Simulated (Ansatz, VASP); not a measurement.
## Cd: VASP beside Ansatz

Contents of INCAR:

```
SYSTEM = Cd
PREC = Accurate ; ENCUT = 520
EDIFF = 1E-6 ; ISMEAR = 0
SIGMA = 0.15 ; LREAL = .FALSE.
LASPH = .TRUE. ; NELM = 80
ALGO = Fast ; ISIF = 2
LWAVE = .FALSE. ; LCHARG = .FALSE.
GGA = PS ; NBANDS = 12
```

KPOINTS

```
Automatic mesh
0
G
  18 18 18
  0 0 0
```

POSCAR

```
Cd
1.0
    0.0000000000      2.2514219962      2.2181497500
    2.2514219962      0.0000000000      2.2181497500
    2.2514219962      2.2514219962      0.0000000000
Cd
1
Direct
    0.0000000000      0.0000000000      0.0000000000
```

Input for Ansatz:

```yaml
crystal:
  lattice:
    - [0.0, 2.2514219962, 2.21814975]
    - [2.2514219962, 0.0, 2.21814975]
    - [2.2514219962, 2.2514219962, 0.0]
  atoms:
    - { symbol: Cd, position: [0.0, 0.0, 0.0] }
basis:
  ecutwfc: 420
kpoints:
  mp_grid: { grid: [18, 18, 18] }
hamiltonian:
  xc: pbesol
scf:
  occupations: { method: gaussian, width: 0.15 }
output:
  forces: true
  stress: true
  eigenvalues: true
```

Change from the starting cell: strain +0.015 along x and y, +0.000 along z, atoms carried along.

Alike in both runs: task single point; functional PBEsol; k mesh 18 × 18 × 18; occupations gaussian, width 0.15 eV; no spin polarisation.

```csv
,VASP,Ansatz
version,VASP 6.6.1,Ansatz 0.2.0
potentials or method,"VASP PAW PBE potentials, release 64 (Cd), cutoff 520 eV","scalar-relativistic, plane waves, PAW"
valence electrons in the cell,12,20
```

```tsv
	VASP	Ansatz	Ansatz less VASP
gap on the k mesh at the Fermi level (eV)	none	none	-
pressure (GPa)	-3.1	-3.4	-0.29
traceless stress, the component that is largest in VASP (GPa)	0.26	0.26	-0.003
```

VASP's potentials were made for PBE, not for PBEsol. A gap of «none» marks a metal or a gap that the smearing closes. VASP's potentials hold 12 valence electrons a cell and Ansatz's 20, so a difference there can come from the potentials and not from the codes.
